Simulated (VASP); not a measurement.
In:

```
In
1.0
    -1.62547    1.62547    2.47370
     1.62547   -1.62547    2.47370
     1.62547    1.62547   -2.47370
In
1
Direct
  0.00000 0.00000 0.00000
```

| Property | Result |
| --- | --- |
| Program | VASP 6.6.1 |
| Task | relaxation of cell and atoms |
| Functional | BLYP |
| Dispersion | D3(BJ) |
| Potentials or basis | VASP PAW PBE potentials, release 64 (In_d) |
| Cutoff | 600 eV |
| k mesh | 11 × 11 × 11 |
| Occupations | fermi-dirac, width 0.05 eV |
| Spin | no spin polarisation |

At the start: pressure 1.1 GPa; volume 26.14 Å³/atom.

Problem. Where does the relaxation end?

Solution. Over 13 steps the energy falls by 4.0 meV/atom and the volume is 27.00 Å³/atom (+3.3 %); space group I4/mmm (No. 139, to 0.05 Å).

The path:
| step | energy change (eV) | largest force (eV/Å) | pressure (GPa) | volume (Å³) |
| --- | --- | --- | --- | --- |
| 1 | 0.0000 | 0.0000 | 1.14 | 26.14 |
| 2 | -0.0028 | 0.0000 | -0.09 | 26.86 |
| 3 | -0.0027 | 0.0000 | 0.22 | 26.82 |
| 4 | -0.0028 | 0.0000 | 0.11 | 26.84 |
| 5 | -0.0029 | 0.0000 | 0.08 | 26.86 |
| 6 | -0.0033 | 0.0000 | 0.11 | 26.92 |
| 7 | -0.0039 | 0.0000 | 0.00 | 27.04 |
| 8 | -0.0033 | 0.0000 | -0.29 | 27.25 |
| 9 | -0.0040 | 0.0000 | -0.14 | 27.10 |
| 10 | -0.0039 | 0.0000 | 0.29 | 26.88 |
| 11 | -0.0040 | 0.0000 | -0.09 | 27.01 |
| 12 | -0.0040 | 0.0000 | 0.07 | 26.99 |
| 13 | -0.0040 | 0.0000 | 0.05 | 27.00 |

Final structure:
```yaml
crystal:
  lattice:
    - [-1.61991, 1.61991, 2.57257]
    - [1.61991, -1.61991, 2.57257]
    - [1.61991, 1.61991, -2.57257]
  atoms:
    - { symbol: In, position: [0.00000, 0.00000, 0.00000] }
```

Caveat: the PAW data sets were made with another functional, which shifts forces and pressure a little; pairwise dispersion overbinds metals, which lowers pressure and volume.
